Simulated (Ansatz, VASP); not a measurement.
Two plane-wave programs on Au

```
Au
1.0
     3.04252    0.00000    0.00000
    -1.52126    2.63490    0.00000
     0.00000    0.00000    4.93818
Au
2
Direct
  0.33333 0.66667 0.25000
  0.66667 0.33333 0.75000
```

Alike in both runs: task single point; functional PBEsol; k mesh 6 × 6 × 4; occupations gaussian, width 0.1 eV; no spin polarisation.

|  | VASP | Ansatz |
| --- | --- | --- |
| version | VASP 6.6.1 | Ansatz 0.2.0 |
| potentials or method | VASP PAW PBE potentials, release 64 (Au), cutoff 500 eV | scalar-relativistic, plane waves, PAW |
| valence electrons in the cell | 22 | 38 |

Ansatz gave:

| Item | Value |
| --- | --- |
| gap on the k mesh at the Fermi level (eV) | none |
| pressure (GPa) | -15.9 |
| traceless stress, the component that is largest in VASP (GPa) | -1.53 |

What did VASP give for the same quantities?

gap on the k mesh at the Fermi level (eV): none; pressure (GPa): -16.1; traceless stress, the component that is largest in VASP (GPa): -1.52.

VASP's potentials were made for PBE, not for PBEsol. A gap of «none» marks a metal or a gap that the smearing closes. VASP's potentials hold 22 valence electrons a cell and Ansatz's 38, so a difference there can come from the potentials and not from the codes.

The k mesh is coarse, so the values compare programs but aren't converged. Neither program's run includes spin-orbit coupling.
